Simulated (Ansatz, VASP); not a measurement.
# Na in VASP and in Ansatz

INCAR

```
SYSTEM = Na
PREC     = Accurate       ! precision mode
ENCUT    = 520            ! plane-wave cutoff, eV
EDIFF    = 1E-6           ! SCF threshold, eV
ISMEAR   = 0              ! smearing method
SIGMA    = 0.15           ! smearing width, eV
LREAL    = .FALSE.        ! projectors in reciprocal space
LASPH    = .TRUE.         ! aspherical terms in the spheres
NELM     = 100            ! most SCF steps
ALGO     = Fast           ! electronic algorithm
ISIF     = 2              ! what is computed and relaxed
LWAVE    = .FALSE.        ! write WAVECAR
LCHARG   = .FALSE.        ! write CHGCAR
GGA      = PS             ! functional
NBANDS   = 10             ! bands
```

The input KPOINTS:

```
Automatic mesh
0
G
  18 18 18
  0 0 0
```

File POSCAR:

```
Na
1.0
   -1.8498066341      1.8498066341      2.7747099511
    1.8498066341     -1.8498066341      2.7747099511
    1.8498066341      1.8498066341     -2.7747099511
Na
1
Direct
    0.0000000000      0.0000000000      0.0000000000
```

Input for Ansatz:

```yaml
crystal:
  lattice:
    - [-1.8498066341, 1.8498066341, 2.7747099511]
    - [1.8498066341, -1.8498066341, 2.7747099511]
    - [1.8498066341, 1.8498066341, -2.7747099511]
  atoms:
    - { symbol: Na, position: [0.0, 0.0, 0.0] }
basis:
  ecutwfc: 420
kpoints:
  mp_grid: { grid: [18, 18, 18] }
hamiltonian:
  xc: pbesol
scf:
  occupations: { method: gaussian, width: 0.15 }
output:
  forces: true
  stress: true
  eigenvalues: true
```

Alike in both runs: task single point; functional PBEsol; k mesh 18 × 18 × 18; occupations gaussian, width 0.15 eV; no spin polarisation.

|  | VASP | Ansatz |
| --- | --- | --- |
| version | VASP 6.6.1 | Ansatz 0.2.0 |
| potentials or method | VASP PAW PBE potentials, release 64 (Na_pv), cutoff 520 eV | scalar-relativistic, plane waves, PAW |
| valence electrons in the cell | 7 | 9 |

|  | VASP | Ansatz | Ansatz less VASP |
| --- | --- | --- | --- |
| gap on the k mesh at the Fermi level (eV) | none | none | - |
| pressure (GPa) | -0.2 | -0.3 | -0.07 |
| traceless stress, the component that is largest in VASP (GPa) | -0.10 | -0.10 | 0.000 |

VASP's potentials were made for PBE, not for PBEsol. A gap of «none» marks a metal or a gap that the smearing closes. VASP's potentials hold 7 valence electrons a cell and Ansatz's 9, so a difference there can come from the potentials and not from the codes.
